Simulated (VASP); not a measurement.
Runs of VASP 6.6.1 on Ge. The structure is that of space group P6_3/mmc (No. 194), or close to it. The cells are those of the table. 

```tsv
level	potentials or basis	spin	cell	k mesh	smearing	grid for exact exchange (PRECFOCK)	share of exact exchange	screening parameter	gap on the mesh (eV)	pressure (GPa)
revPBE	VASP PAW PBE potentials, release 64 (Ge_d)	off	a = 2.991, b = 2.991, c = 4.728 Å, angles 90.0, 90.0, 120.3°, 2 atoms	10 × 10 × 6	fermi-dirac 0.05 eV	-	-	-	none	5.4
r2SCAN	VASP PAW PBE potentials, release 64 (Ge_d)	off	a = 2.991, b = 2.991, c = 4.728 Å, angles 90.0, 90.0, 120.3°, 2 atoms	9 × 9 × 5	gaussian 0.025 eV	-	-	-	none	1.1
r2SCAN	VASP PAW PBE potentials, release 64 (Ge_d)	off	a = 3.011, b = 3.011, c = 4.759 Å, angles 90.0, 90.0, 120.3°, 2 atoms	10 × 10 × 6	fermi-dirac 0.05 eV	-	-	-	none	0.5
revPBE	VASP PAW PBE potentials, release 64 (Ge_d)	off	a = 3.049, b = 3.049, c = 4.915 Å, angles 90.0, 90.0, 120.8°, 2 atoms	10 × 10 × 6	fermi-dirac 0.05 eV	-	-	-	none	0.0
PBEsol-based screened hybrid	VASP PAW PBE potentials, release 64 (Ge_d)	off	a = 2.991, b = 2.991, c = 4.728 Å, angles 90.0, 90.0, 120.3°, 2 atoms	5 × 5 × 3	fermi-dirac 0.05 eV	Normal	0.25	0.207 1/Å	none	0.5
r2SCAN	VASP PAW PBE potentials, release 64 (Ge_d)	non-collinear, zero start, SOC	a = 2.991, b = 2.991, c = 4.728 Å, angles 90.0, 90.0, 120.3°, 2 atoms	7 × 7 × 5	fermi-dirac 0.05 eV	-	-	-	-	(a)
LDA	VASP PAW LDA potentials, release 64 (Ge_d)	off	a = 2.971, b = 2.971, c = 4.696 Å, angles 90.0, 90.0, 120.3°, 2 atoms	10 × 10 × 6	fermi-dirac 0.05 eV	-	-	-	none	0.3
LDA	VASP PAW LDA potentials, release 64 (Ge_d)	off	a = 3.011, b = 3.011, c = 4.759 Å, angles 90.0, 90.0, 120.3°, 2 atoms	10 × 10 × 6	fermi-dirac 0.05 eV	-	-	-	none	-2.6
LDA	VASP PAW LDA potentials, release 64 (Ge_d)	off	a = 3.050, b = 3.050, c = 4.820 Å, angles 90.0, 90.0, 120.3°, 2 atoms	10 × 10 × 6	fermi-dirac 0.05 eV	-	-	-	none	(b)
RPBE	VASP PAW PBE potentials, release 64 (Ge_d)	off	a = 3.053, b = 3.053, c = 4.925 Å, angles 90.0, 90.0, 120.6°, 2 atoms	10 × 10 × 6	fermi-dirac 0.05 eV	-	-	-	none	0.0
PBEsol	VASP PAW PBE potentials, release 64 (Ge_d)	off	a = 2.991, b = 2.991, c = 4.728 Å, angles 90.0, 90.0, 120.3°, 2 atoms	10 × 10 × 6	fermi-dirac 0.05 eV	-	-	-	none	0.5
```

Alike in all rows: task single point; cutoff (eV) 520.

Question: Fill in the values left out.

Answer: (a) 1.8; (b) -5.0.

Caveats: some runs use coarse meshes; the PAW data sets were made with another functional, which shifts forces and pressure a little (some runs).

A k mesh can miss the band edges, and rows without SOC leave out spin-orbit coupling on Ge.

A gap of «none» marks levels without a gap at the run's occupations.
